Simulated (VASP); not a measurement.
# Mn (P-1) in VASP: single point with PBE

Aim: the single point of Mn with PBE.

Everything below comes from runs of VASP 6.6.1. Logs are shortened: lines on timing, memory, paths and dates and some standing lists are left out, and cuts for length are marked.

## 1. The cell of the first run

The typed cell holds 1 atom: a = 2.551 Å, b = 2.244 Å, c = 2.299 Å, α = 106.38°, β = 108.88°, γ = 106.41°.

## 2. Single point, PBE, collinear spin, ferromagnetic start

INCAR reads:

```
PREC = Accurate ; ENCUT = 680
EDIFF = 1E-6 ; ISMEAR = 0
SIGMA = 0.012 ; LREAL = F
LASPH = T ; NELM = 200
ALGO = Normal ; ISIF = 2
LWAVE = F ; LCHARG = F
ISPIN = 2 ; MAGMOM = 0.76
LORBIT = 11 ; LMAXMIX = 4
GGA = PE ; NBANDS = 18
GGA_COMPAT = F
```

KPOINTS reads:

```
Automatic mesh
0
Gamma
  2 2 2
```

POSCAR reads:

```
Mn
1.0
   -1.3281734554      1.5144556713      1.5657785010
    1.3370848772     -1.2438732457      1.3041074972
    1.3844115579      1.3001113482     -1.2951960755
Mn
1
Direct
    0.0000000000      0.0000000000      0.0000000000
```

Potentials or basis: VASP PAW PBE potentials, release 64 (Mn_sv).

Launch:

```bash
$ cat potpaw_PBE.64/Mn_sv/POTCAR > POTCAR
$ mpirun -np 1 vasp_std > vasp.out
```

OUTCAR:

```text
PREC = Accurate
   ENCUT = 680
   EDIFF = 1E-6
   ISMEAR = 0
   LREAL = F
   LASPH = T
   NELM = 200
   ISIF = 2
   ISPIN = 2
   LORBIT = 11
   GGA = PE

 ion  position               nearest neighbor table
   1  0.000  0.000  0.000-

  LATTYP: Found a triclinic cell.
 ALAT       =     2.2440394347
 B/A-ratio  =     1.6209038663
 C/A-ratio  =     1.1695491757
 COS(alpha) =     0.0032824141
 COS(beta)  =     0.3332723323
 COS(gamma) =     0.7952171636

  Lattice vectors:

 A1 = (  -1.3370848772,   1.2438732457,  -1.3041074972)
 A2 = (   0.0473266807,   2.5439845939,  -2.5993035727)
 A3 = (  -1.3933229797,  -1.5706937738,  -1.5746899227)

Analysis of symmetry for initial positions (statically):
=====================================================================
 Subroutine PRICEL returns:
 Original cell was already a primitive cell.

 Routine SETGRP: Setting up the symmetry group for a
 triclinic supercell.

 Subroutine GETGRP returns: Found  2 space group operations
 (whereof  2 operations were pure point group operations)
 out of a pool of  2 trial point group operations.

The static configuration has the point symmetry S_2 .

Analysis of symmetry for dynamics (positions and initial velocities):
=====================================================================
 Subroutine PRICEL returns:
 Original cell was already a primitive cell.

 Routine SETGRP: Setting up the symmetry group for a
 triclinic supercell.

 Subroutine GETGRP returns: Found  2 space group operations
 (whereof  2 operations were pure point group operations)
 out of a pool of  2 trial point group operations.

The dynamic configuration has the point symmetry S_2 .

Analysis of structural, dynamic, and magnetic symmetry:
=====================================================================
 Subroutine PRICEL returns:
 Original cell was already a primitive cell.

 Routine SETGRP: Setting up the symmetry group for a
 triclinic supercell.

 Subroutine GETGRP returns: Found  2 space group operations
 (whereof  2 operations were pure point group operations)
 out of a pool of  2 trial point group operations.

The overall configuration has the point symmetry S_2 .

 Subroutine INISYM returns: Found  2 space group operations
 (whereof  2 operations are pure point group operations),
 and found     1 'primitive' translations

[... 87 lines left out ...]
   NUPDOWN=      -1.0000    fix difference up-down
   EMIN   =  10.00;   EMAX   =-10.00  energy-range for DOS
   EFERMI =   0.00;   METHOD = LEGACY
   ISMEAR =     0;   SIGMA  =   0.01  broadening in eV -4-tet -1-fermi 0-gaus
   EFERMI_NEDOS =   21; number of points for ismear=-14 and -15
   IALGO  =     38    algorithm
   IMIX   =      4    mixing-type and parameters
     AMIX     =   0.40;   BMIX     =  1.00
     AMIX_MAG =   1.60;   BMIX_MAG =  1.00
  volume/ion in A,a.u.               =      10.89        73.47
  Fermi-wavevector in a.u.,A,eV,Ry     =   1.821652  3.442423 45.149788  3.318416
  Thomas-Fermi vector in A             =   2.877972
   LORBIT       =     11    0 simple, 1 ext, 2 COOP (PROOUT), +10 PAW based schemes
   GGA     = PE    functional components
   LHFCALC =     F    Hartree Fock is set to
   AEXX    =    0.0000 exact exchange contribution
   IVDW    =     0    specifies the selected vdW correction
   LEPSILON=     F    determine dielectric tensor
   LRPA    =     F    only Hartree local field effects (RPA)
 spin polarized calculation
 Gauss-broadening in eV      SIGMA  =   0.01
  energy-cutoff  :      680.00
  volume of cell :       10.89
 maximum number of plane-waves:       447
 NGX is ok and might be reduce to    24
   NGX = 11   NGY =  9   NGZ =  9

 number of electron      15.0000003 magnetization       2.5002451

 Free energy of the ion-electron system (eV)
  ---------------------------------------------------
  ext. energy  EPLUGINS =         0.00000000
  ---------------------------------------------------
  free energy    TOTEN  =        -8.13161032 eV

  energy without entropy =       -8.13161032  energy(sigma->0) =       -8.13161032

 E-fermi :  15.0082     XC(G=0): -13.9241

 val. band max:       14.8112524630   @ k =   0.5000   0.5000  -0.0000
 cond. band min:      15.1218773686   @ k =   0.5000   0.0000   0.0000
 fundamental gap:      0.3106249055
 Fermi energy:        15.0081675279

 spin component 1

 k-point     1 :       0.0000    0.0000    0.0000
  band No.  band energies     occupation
      1     -66.1079      1.00000
      2     -34.5338      1.00000
      3     -34.3409      1.00000
      4     -34.1755      1.00000
      5       4.9070      1.00000
      6      11.2604      1.00000
[... 144 lines left out ...]
      4     -34.6926      1.00000
      5       8.3443      1.00000
      6       8.6806      1.00000
[... 10 lines left out ...]
     17      55.6879      0.00000
     18      57.8054      0.00000
 Fermi energy:        15.0081675279

 spin component 2

 k-point     1 :       0.0000    0.0000    0.0000
  band No.  band energies     occupation
      1     -63.8000      1.00000
      2     -32.1733      1.00000
      3     -32.0913      1.00000
      4     -31.9502      1.00000
      5       6.2275      1.00000
      6      12.4402      1.00000
[... 145 lines left out ...]
      5      10.7935      1.00000
      6      10.9366      1.00000
[... 10 lines left out ...]
     17      57.5116      0.00000
     18      59.1518      0.00000

------------------------ aborting loop because EDIFF is reached ----------------------------------------

  FORCE on cell =-STRESS in cart. coord.  units (eV):
  Direction    XX          YY          ZZ          XY          YZ          ZX
  --------------------------------------------------------------------------------------
  -------------------------------------------------------------------------------------
  Total        2.9196746      1.7043686      1.1036585     -0.3166040      0.4712377      0.3866522
  in kB      429.6605587    250.8156023    162.4148577    -46.5915734     69.3475476     56.8999004
  external PRESSURE =     280.9636729 kB  Pullay stress =       0.0000000 kB

 VOLUME and BASIS-vectors are now :
 -----------------------------------------------------------------------------
  energy-cutoff  :      680.00
  volume of cell :       10.89
      direct lattice vectors                 reciprocal lattice vectors
    -1.328173455  1.514455671  1.565778501    -0.007754479  0.324893575  0.317837925
     1.337084877 -1.243873246  1.304107497     0.367144229 -0.041097193  0.351180640
     1.384411558  1.300111348 -1.295196076     0.360295830  0.351387891 -0.034248795

 POSITION                                       TOTAL-FORCE (eV/Angst)
 -----------------------------------------------------------------------------------
      0.00000      0.00000      0.00000         0.000000      0.000000      0.000000
 -----------------------------------------------------------------------------------
    total drift:                                0.000000      0.000000      0.000000

  FREE ENERGIE OF THE ION-ELECTRON SYSTEM (eV)
  ---------------------------------------------------
  free  energy   TOTEN  =        -8.1316103248 eV

  energy  without entropy=       -8.1316103248  energy(sigma->0) =       -8.13161032

 total charge

# of ion       s       p       d       tot
------------------------------------------
    1        2.232   6.082   4.811  13.125

 magnetization (x)

# of ion       s       p       d       tot
------------------------------------------
    1        0.002   0.114   1.904   2.020
```

OSZICAR:

```text
N       E                     dE             d eps       ncg     rms          rms(c)
DAV:   1     0.204160292866E+03    0.20416E+03   -0.86586E+03   648   0.136E+03
DAV:   2    -0.642912354679E+00   -0.20480E+03   -0.19107E+03   580   0.406E+02
DAV:   3    -0.872420436921E+01   -0.80813E+01   -0.78964E+01   772   0.985E+01
DAV:   4    -0.925138803653E+01   -0.52718E+00   -0.52605E+00   786   0.217E+01
DAV:   5    -0.926074702180E+01   -0.93590E-02   -0.93575E-02   706   0.287E+00    0.175E+01
DAV:   6    -0.859830216573E+01    0.66244E+00   -0.12347E+01   652   0.631E+01    0.201E+01
DAV:   7    -0.789283772982E+01    0.70546E+00   -0.10216E+00   662   0.291E+01    0.807E+00
DAV:   8    -0.810839482510E+01   -0.21556E+00   -0.15555E-01   894   0.563E+00    0.436E+00
DAV:   9    -0.809342056125E+01    0.14974E-01   -0.34681E-02   838   0.301E+00    0.247E+00
DAV:  10    -0.813042987139E+01   -0.37009E-01   -0.10520E-02   814   0.151E+00    0.996E-01
DAV:  11    -0.813144040115E+01   -0.10105E-02   -0.22676E-03   952   0.798E-01    0.303E-01
DAV:  12    -0.813158419214E+01   -0.14379E-03   -0.27307E-04   858   0.336E-01    0.112E-01
DAV:  13    -0.813154758734E+01    0.36605E-04   -0.10048E-04   880   0.207E-01    0.106E-01
DAV:  14    -0.813159994248E+01   -0.52355E-04   -0.14433E-05   832   0.595E-02    0.486E-02
DAV:  15    -0.813161057357E+01   -0.10631E-04   -0.85079E-06   794   0.661E-02    0.724E-03
DAV:  16    -0.813161032482E+01    0.24875E-06   -0.45663E-07   314   0.153E-02
   1 F= -.81316103E+01 E0= -.81316103E+01  d E =-.427247E-42  mag=     2.5002
```

Wall time 7.2 s (1 thread of Intel Xeon Platinum 8259CL at 2.50GHz (Skylake/Cascade Lake), shared host); peak memory 0.13 GiB.

Results:

```yaml
Free_energy: -8.1316 eV
Pressure: 28.1 GPa
Net_moment: 2.50 μB per cell
Site_moments: Mn +2.02 μB
Valence_electrons_inside_the_program's_atomic_spheres: Mn 13.12
```

Levels at points of the mesh, in eV from the Fermi level:
Spin up:
```csv
k point,band 6,band 7,band 8,band 9,band 10,band 11,band 12,band 13
"(0.00, 0.00, 0.00)",-3.75,-3.45,-1.87,-1.18,-1.06,18.48,23.13,24.46
"(0.50, 0.00, 0.00)",-4.47,-2.68,-0.92,-0.68,0.11,5.52,18.66,22.55
"(0.00, 0.50, 0.00)",-4.38,-1.27,-1.09,-0.80,0.46,7.98,15.32,21.57
"(0.50, 0.50, 0.00)",-4.56,-1.20,-1.06,-0.20,0.80,8.52,13.86,21.25
"(0.00, 0.00, 0.50)",-4.64,-1.02,-0.97,-0.88,0.46,7.70,14.64,21.91
"(0.50, 0.00, 0.50)",-4.54,-1.15,-0.97,-0.79,0.68,7.88,14.06,21.68
"(0.00, 0.50, 0.50)",-3.83,-2.14,-1.52,0.98,1.49,9.46,15.22,19.57
"(0.50, 0.50, 0.50)",-6.33,-0.76,0.41,1.39,8.34,9.44,10.17,14.99
```
Spin down:
| k point | band 4 | band 5 | band 6 | band 7 | band 8 | band 9 |
| --- | --- | --- | --- | --- | --- | --- |
| (0.00, 0.00, 0.00) | -46.96 | -8.78 | -2.57 | -2.05 | 0.13 | 1.75 |
| (0.50, 0.00, 0.00) | -47.05 | -4.95 | -3.32 | -1.42 | 1.78 | 2.20 |
| (0.00, 0.50, 0.00) | -47.03 | -4.70 | -3.03 | 0.64 | 1.40 | 1.76 |
| (0.50, 0.50, 0.00) | -47.03 | -4.71 | -3.15 | 1.22 | 1.51 | 1.74 |
| (0.00, 0.00, 0.50) | -47.01 | -4.75 | -3.32 | 0.43 | 1.71 | 1.96 |
| (0.50, 0.00, 0.50) | -47.01 | -4.73 | -3.12 | 0.63 | 1.50 | 1.86 |
| (0.00, 0.50, 0.50) | -47.08 | -4.69 | -2.04 | 0.53 | 0.85 | 2.14 |
| (0.50, 0.50, 0.50) | -47.35 | -4.21 | -4.07 | 1.30 | 1.85 | 2.76 |

Caveat: the k points lie up to 1.60 Å⁻¹ apart, too coarse for converged energies, forces and pressures.
